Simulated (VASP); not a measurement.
# KF (Carobbiite) (Fm-3m) in VASP: a series of runs, part 2 of 2

VASP 6.6.1. The steps go on from the part before.

## (4) Single point, r2SCAN

This run uses another cell than the first one, of 19.55 Å³/atom, 1.040 times its volume.

POSCAR reads:

```
KF
1.0
    0.0000000000      2.6940468600      2.6940468600
    2.6940468600      0.0000000000      2.6940468600
    2.6940468600      2.6940468600      0.0000000000
K F
1 1
Direct
    0.0000000000      0.0000000000      0.0000000000
    0.5000000000      0.5000000000      0.5000000000
```

INCAR.step1 reads:

```
SYSTEM = KF
PREC = Accurate
ENCUT = 520
ISMEAR = -1
SIGMA = 0.02
LREAL = .FALSE.
LASPH = .TRUE.
NELM = 100
NBANDS = 15
GGA = PE
ALGO = Normal
EDIFF = 1E-4
LWAVE = .TRUE.
LCHARG = .FALSE.
```

INCAR.step2 reads:

```
SYSTEM = KF
PREC = Accurate
ENCUT = 520
EDIFF = 1E-6
ISMEAR = -1
SIGMA = 0.02
LREAL = .FALSE.
LASPH = .TRUE.
NELM = 100
ALGO = Normal
ISIF = 2
LWAVE = .FALSE.
LCHARG = .FALSE.
METAGGA = R2SCAN
LMIXTAU = .TRUE.
NBANDS = 15
ISTART = 1
```

KPOINTS reads:

```
Automatic mesh
0
G
  10 10 10
  0 0 0
```

Potentials or basis: VASP PAW PBE potentials, release 64 (K_sv, F).

On the command line:

```
$ cat potpaw_PBE.64/K_sv/POTCAR potpaw_PBE.64/F/POTCAR > POTCAR
$ cp INCAR.step1 INCAR
$ mpirun -np 1 vasp_std > vasp.out
$ cp INCAR.step2 INCAR
$ mpirun -np 1 vasp_std > vasp.out
```

OUTCAR:

```text
SYSTEM = KF
   PREC = Accurate
   ENCUT = 520
   EDIFF = 1E-6
   ISMEAR = -1
   LREAL = .FALSE.
   LASPH = .TRUE.
   NELM = 100
   ISIF = 2
   METAGGA = R2SCAN
   ISTART = 1

 ion  position               nearest neighbor table
   1  0.000  0.000  0.000-   2 2.69   2 2.69   2 2.69   2 2.69   2 2.69   2 2.69
   2  0.500  0.500  0.500-   1 2.69   1 2.69   1 2.69   1 2.69   1 2.69   1 2.69

  LATTYP: Found a face centered cubic cell.
 ALAT       =     5.3880937200

  Lattice vectors:

 A1 = (   0.0000000000,   2.6940468600,   2.6940468600)
 A2 = (   2.6940468600,   0.0000000000,   2.6940468600)
 A3 = (   2.6940468600,   2.6940468600,   0.0000000000)

Analysis of symmetry for initial positions (statically):
=====================================================================
 Subroutine PRICEL returns:
 Original cell was already a primitive cell.

 Routine SETGRP: Setting up the symmetry group for a
 face centered cubic supercell.

 Subroutine GETGRP returns: Found 48 space group operations
 (whereof 48 operations were pure point group operations)
 out of a pool of 48 trial point group operations.

The static configuration has the point symmetry O_h .

Analysis of symmetry for dynamics (positions and initial velocities):
=====================================================================
 Subroutine PRICEL returns:
 Original cell was already a primitive cell.

 Routine SETGRP: Setting up the symmetry group for a
 face centered cubic supercell.

 Subroutine GETGRP returns: Found 48 space group operations
 (whereof 48 operations were pure point group operations)
 out of a pool of 48 trial point group operations.

The dynamic configuration has the point symmetry O_h .

 Subroutine INISYM returns: Found 48 space group operations
 (whereof 48 operations are pure point group operations),
 and found     1 'primitive' translations

----------------------------------------------------------------------------------------

                                     Primitive cell

  volume of cell :      39.1062

  direct lattice vectors                    reciprocal lattice vectors
     0.000000000  2.694046860  2.694046860    -0.185594396  0.185594396  0.185594396
     2.694046860  0.000000000  2.694046860     0.185594396 -0.185594396  0.185594396
     2.694046860  2.694046860  0.000000000     0.185594396  0.185594396 -0.185594396

  length of vectors
     3.809957607  3.809957607  3.809957607     0.321458924  0.321458924  0.321458924

  position of ions in fractional coordinates (direct lattice)
     0.000000000  0.000000000  0.000000000
     0.500000000  0.500000000  0.500000000

  ion indices of the primitive-cell ions
   primitive index   ion index
                 1           1
                 2           2

----------------------------------------------------------------------------------------

 KPOINTS: Automatic mesh

Automatic generation of k-mesh.
 Grid dimensions read from file:
 generate k-points for:   10   10   10

 Generating k-lattice:

  Cartesian coordinates                     Fractional coordinates (reciprocal lattice)
    -0.018559440  0.018559440  0.018559440     0.100000000  0.000000000  0.000000000
     0.018559440 -0.018559440  0.018559440     0.000000000  0.100000000  0.000000000
     0.018559440  0.018559440 -0.018559440     0.000000000  0.000000000  0.100000000

  Length of vectors
     0.032145892  0.032145892  0.032145892

  Shift w.r.t. Gamma in fractional coordinates (k-lattice)
     0.000000000  0.000000000  0.000000000

 Subroutine IBZKPT returns following result:
 ===========================================

 Found     47 irreducible k-points:

 Following reciprocal coordinates:
            Coordinates               Weight
  0.000000  0.000000  0.000000      1.000000
  0.100000  0.000000  0.000000      8.000000
  0.200000  0.000000  0.000000      8.000000
  0.300000  0.000000  0.000000      8.000000
  0.400000  0.000000  0.000000      8.000000
  0.500000  0.000000  0.000000      4.000000
[... 16 lines left out ...]
  0.300000  0.300000  0.000000      6.000000
  0.400000  0.300000  0.000000     24.000000
 [... further k-points ...]
   k-points           NKPTS =     47   k-points in BZ     NKDIM =     47   number of bands    NBANDS=     15
   number of dos      NEDOS =    301   number of ions     NIONS =      2
   total plane-waves  NPLWV =  21952
   dimension x,y,z NGX =    28 NGY =   28 NGZ =   28
   dimension x,y,z NGXF=    56 NGYF=   56 NGZF=   56
   ions per type =               1   1
   NGX,Y,Z   is equivalent  to a cutoff of  12.22, 12.22, 12.22 a.u.
   NGXF,Y,Z  is equivalent  to a cutoff of  24.44, 24.44, 24.44 a.u.
 SYSTEM =  KF
   PREC   = accura    normal or accurate (medium, high low for compatibility)
   ISTART =      1    job   : 0-new  1-cont  2-samecut
   ICHARG =      0    charge: 1-file 2-atom 10-const
   ISPIN  =      1    spin polarized calculation?
   LNONCOLLINEAR =      F non collinear calculations
   LSORBIT =      F    spin-orbit coupling
   LASPH  =      T    aspherical Exc in radial PAW
   ENCUT  =  520.0 eV  38.22 Ry    6.18 a.u.   7.08  7.08  7.08*2*pi/ulx,y,z
   NELM   =    100;   NELMIN=  2; NELMDL=  0     # of ELM steps
   EDIFF  = 0.1E-05   stopping-criterion for ELM
   LREAL  =      F    real-space projection
   EDIFFG = 0.1E-04   stopping-criterion for IOM
   NSW    =      0    number of steps for IOM
   IBRION =     -1    ionic relax: 0-MD 1-quasi-New 2-CG
   NFREE  =      0    steps in history (QN), initial steepest desc. (CG)
   ISIF   =      2    stress and relaxation
   ISYM   =      2    0-nonsym 1-usesym 2-fastsym
   POTIM  = 0.5000    time-step for ionic-motion
   TEBEG  =    0.0;   TEEND  =   0.0 temperature during run
   PSTRESS=    0.0 pullay stress
   NELECT =      16.0000    total number of electrons
   NUPDOWN=      -1.0000    fix difference up-down
   EMIN   =  10.00;   EMAX   =-10.00  energy-range for DOS
   EFERMI =   0.00;   METHOD = LEGACY
   ISMEAR =    -1;   SIGMA  =   0.02  broadening in eV -4-tet -1-fermi 0-gaus
   EFERMI_NEDOS =   21; number of points for ismear=-14 and -15
   IALGO  =     38    algorithm
   IMIX   =      4    mixing-type and parameters
     AMIX     =   0.40;   BMIX     =  1.00
     AMIX_MAG =   1.60;   BMIX_MAG =  1.00
  volume/ion in A,a.u.               =      19.55       131.95
  Fermi-wavevector in a.u.,A,eV,Ry     =   1.215345  2.296670 20.096678  1.477064
  Thomas-Fermi vector in A             =   2.350735
   LORBIT       =      0    0 simple, 1 ext, 2 COOP (PROOUT), +10 PAW based schemes
   METAGGA = R2SCAN    functional components
   LHFCALC =     F    Hartree Fock is set to
   AEXX    =    0.0000 exact exchange contribution
   IVDW    =     0    specifies the selected vdW correction
   LEPSILON=     F    determine dielectric tensor
   LRPA    =     F    only Hartree local field effects (RPA)
 non-spin polarized calculation
  energy-cutoff  :      520.00
  volume of cell :       39.11
 maximum number of plane-waves:      1073
   NGX = 15   NGY = 15   NGZ = 15

 number of electron      15.9999989 magnetization

 Free energy of the ion-electron system (eV)
  ---------------------------------------------------
  ext. energy  EPLUGINS =         0.00000000
  ---------------------------------------------------
  free energy    TOTEN  =       -14.96851689 eV

  energy without entropy =      -14.96851689  energy(sigma->0) =      -14.96851689

 E-fermi :  -2.9479     XC(G=0):  -8.7743

 val. band max:       -3.4113243857   @ k =   0.0000   0.0000   0.0000
 cond. band min:       3.2873067462   @ k =   0.0000   0.0000   0.0000
 fundamental gap:      6.6986311320
 Fermi energy:        -2.9478847708

 k-point     1 :       0.0000    0.0000    0.0000
  band No.  band energies     occupation
      1     -30.6068      2.00000
      2     -23.1892      2.00000
      3     -13.1096      2.00000
      4     -13.1096      2.00000
      5     -13.1096      2.00000
      6      -3.4113      2.00000
      7      -3.4113      2.00000
      8      -3.4113      2.00000
      9       3.2873      0.00000
     10       7.9728      0.00000
     11       7.9728      0.00000
     12       7.9728      0.00000
     13       9.7991      0.00000
     14       9.7991      0.00000
     15      13.6074      0.00000
[... 397 lines left out ...]
 k-point    24 :       0.4000    0.3000    0.0000
  band No.  band energies     occupation
      1     -30.5228      2.00000
      2     -23.2190      2.00000
      3     -13.4373      2.00000
      4     -13.2640      2.00000
      5     -13.2531      2.00000
      6      -3.8031      2.00000
      7      -3.5136      2.00000
      8      -3.4935      2.00000
      9       5.8262      0.00000
     10       6.4179      0.00000
     11       9.3699      0.00000
     12      10.3429      0.00000
     13      10.7951      0.00000
     14      11.0001      0.00000
     15      14.6442      0.00000

 [... further k-points ...]
[... 5 lines left out ...]
  --------------------------------------------------------------------------------------
  -------------------------------------------------------------------------------------
  Total       -0.3178213     -0.3178213     -0.3178213      0.0000000      0.0000000     -0.0000000
  in kB      -13.0211144    -13.0211144    -13.0211144      0.0000000      0.0000000     -0.0000000
  external PRESSURE =     -13.0211144 kB  Pullay stress =       0.0000000 kB

 VOLUME and BASIS-vectors are now :
 -----------------------------------------------------------------------------
  energy-cutoff  :      520.00
  volume of cell :       39.11
      direct lattice vectors                 reciprocal lattice vectors
     0.000000000  2.694046860  2.694046860    -0.185594396  0.185594396  0.185594396
     2.694046860  0.000000000  2.694046860     0.185594396 -0.185594396  0.185594396
     2.694046860  2.694046860  0.000000000     0.185594396  0.185594396 -0.185594396

 POSITION                                       TOTAL-FORCE (eV/Angst)
 -----------------------------------------------------------------------------------
      0.00000      0.00000      0.00000         0.000000      0.000000     -0.000000
      2.69405      2.69405      2.69405        -0.000000      0.000000      0.000000
 -----------------------------------------------------------------------------------
    total drift:                                0.000000      0.000000      0.000000

  FREE ENERGIE OF THE ION-ELECTRON SYSTEM (eV)
  ---------------------------------------------------
  free  energy   TOTEN  =       -14.9685168853 eV

  energy  without entropy=      -14.9685168853  energy(sigma->0) =      -14.96851689
```

OUTCAR.step1:

```text
SYSTEM = KF
   PREC = Accurate
   ENCUT = 520
   ISMEAR = -1
   LREAL = .FALSE.
   LASPH = .TRUE.
[... 652 lines left out ...]
      0.00000      0.00000      0.00000        -0.000000     -0.000000     -0.000000
      2.69405      2.69405      2.69405         0.000000      0.000000      0.000000
 -----------------------------------------------------------------------------------
    total drift:                                0.000000      0.000000      0.000000

  FREE ENERGIE OF THE ION-ELECTRON SYSTEM (eV)
  ---------------------------------------------------
  free  energy   TOTEN  =        -8.2971643092 eV

  energy  without entropy=       -8.2971643092  energy(sigma->0) =       -8.29716431
```

It took 56 s on 1 thread of Intel Xeon 6975P-C (Granite Rapids), shared host; peak memory 0.17 GiB.

Results:

```yaml
Free_energy: -14.9685 eV
Pressure: -1.3 GPa
Band_gap_on_the_k_mesh: 6.70 eV, direct
```

Caveat: the PAW data sets were made with another functional, which shifts forces and pressure a little.

## (5) Single point, r2SCAN

This run uses another cell than the first one, of 19.93 Å³/atom, 1.060 times its volume.

POSCAR reads:

```
KF
1.0
    0.0000000000      2.7112068600      2.7112068600
    2.7112068600      0.0000000000      2.7112068600
    2.7112068600      2.7112068600      0.0000000000
K F
1 1
Direct
    0.0000000000      0.0000000000      0.0000000000
    0.5000000000      0.5000000000      0.5000000000
```

INCAR.step1 reads:

```
ALGO = Normal ; EDIFF = 1E-4
ENCUT = 520 ; GGA = PE
ISMEAR = -1 ; LASPH = T
LCHARG = F ; LREAL = F
LWAVE = T ; NBANDS = 15
NELM = 100 ; PREC = Accurate
SIGMA = 0.02
```

INCAR.step2 reads:

```
ALGO = Normal ; EDIFF = 1E-6
ENCUT = 520 ; ISIF = 2
ISMEAR = -1 ; ISTART = 1
LASPH = T ; LCHARG = F
LMIXTAU = T ; LREAL = F
LWAVE = F ; METAGGA = R2SCAN
NBANDS = 15 ; NELM = 100
PREC = Accurate ; SIGMA = 0.02
```

KPOINTS reads:

```
k-points
0
Gamma
  10 10 10
```

On the command line:

```
$ cat potpaw_PBE.64/K_sv/POTCAR potpaw_PBE.64/F/POTCAR > POTCAR
$ cp INCAR.step1 INCAR
$ mpirun -np 1 vasp_std > vasp.out
$ cp INCAR.step2 INCAR
$ mpirun -np 1 vasp_std > vasp.out
```

Run time: 68 s. Hardware: 1 thread of Intel Xeon 6975P-C (Granite Rapids), shared host; peak memory 0.18 GiB.

Results (log left out):

```
Free energy            : -14.9622 eV
Pressure               : -1.8 GPa
Band gap on the k mesh : 6.60 eV, direct
```

Levels at points of the mesh, in eV from the valence-band top:
| k point | band 6 | band 7 | band 8 | band 9 | band 10 | band 11 |
| --- | --- | --- | --- | --- | --- | --- |
| (0.00, 0.00, 0.00) | 0.00 | 0.00 | 0.00 | 6.60 | 11.33 | 11.33 |
| (0.50, 0.00, 0.00) | -0.72 | -0.30 | -0.30 | 9.49 | 10.92 | 12.72 |
| (0.50, 0.50, 0.00) | -0.22 | -0.06 | -0.06 | 8.72 | 10.98 | 12.07 |

Caveat: the PAW data sets were made with another functional, which shifts forces and pressure a little. A k mesh can miss the band edges.

## (6) Summary

| cell | gap on the mesh (eV) | pressure (GPa) |
| --- | --- | --- |
| a = 3.760 Å, angles 60.0°, 2 atoms | 6.91 | 0.0 |
| a = 3.785 Å, angles 60.0°, 2 atoms | 6.80 | -0.7 |
| a = 3.810 Å, angles 60.0°, 2 atoms | 6.70 | -1.3 |
| a = 3.834 Å, angles 60.0°, 2 atoms | 6.60 | -1.8 |

Alike in all rows: task single point; level r2SCAN; potentials or basis VASP PAW PBE potentials, release 64 (K_sv, F); no spin polarisation; k mesh 10 × 10 × 10; cutoff (eV) 520; smearing fermi-dirac 0.02 eV.

Caveats: the PAW data sets were made with another functional, which shifts forces and pressure a little.

Total energies depend on the potentials used, so only differences within one code and one set of settings carry meaning.
